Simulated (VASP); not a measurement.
Set up this calculation in VASP 6.6.1, as the native input.

```
Task                   : electric field gradients
Functional             : PBE
Potentials or basis    : VASP PAW PBE potentials, release 64 (Ba_sv, Te)
Cutoff                 : 520 eV
k mesh                 : 9 × 9 × 9
Occupations            : fermi-dirac, width 0.05 eV
Spin                   : no spin polarisation
Dipole correction      : no
Further INCAR settings : ALGO = Normal; EDIFF = 1e-08; NBANDS = 15
```

The structure of BaTe (CsCl type) lies in POSCAR:

```
BaTe
1.0
    4.2423568297      0.0000000000      0.0000000000
    0.0000000000      4.2423568297      0.0000000000
    0.0000000000      0.0000000000      4.2423568297
Ba Te
1 1
Direct
    0.0000000000      0.0000000000      0.0000000000
    0.5000000000      0.5000000000      0.5000000000
```

One way to write it, as run:

INCAR

```
SYSTEM = BaTe
  PREC = Accurate
  ENCUT = 520
  EDIFF = 1E-8
  ISMEAR = -1
  SIGMA = 0.05
  LREAL = .False.
  LASPH = .True.
  NELM = 100
  ALGO = Normal
  ISIF = 2
  LWAVE = .False.
  LCHARG = .False.
  GGA = PE
  LEFG = .True.
  NBANDS = 15
```

KPOINTS

```
regular mesh
0
Gamma
  9 9 9
  0 0 0
```

Potentials or basis: VASP PAW PBE potentials, release 64 (Ba_sv, Te).

Launch:

```bash
$ cat potpaw_PBE.64/Ba_sv/POTCAR potpaw_PBE.64/Te/POTCAR > POTCAR
$ mpirun -np 1 vasp_std > vasp.out
```

It gave:

| Quantity | Value |
| --- | --- |
| Pressure | 0.5 GPa |
| Band gap on the k mesh | 0.83 eV (least direct gap 1.13 eV) |
| Largest electric field gradient by atom | zero within the noise of the run |

Caveat: spin-orbit coupling is left out, which moves the levels of the heavy elements; an odd mesh through Γ misses points on the zone boundary, where band edges can lie.

It took 34 s on 1 thread of Intel(R) Xeon(R) Platinum 8259CL CPU @ 2.50GHz (Skylake/Cascade Lake) (shared host), peak memory 0.2 GiB.
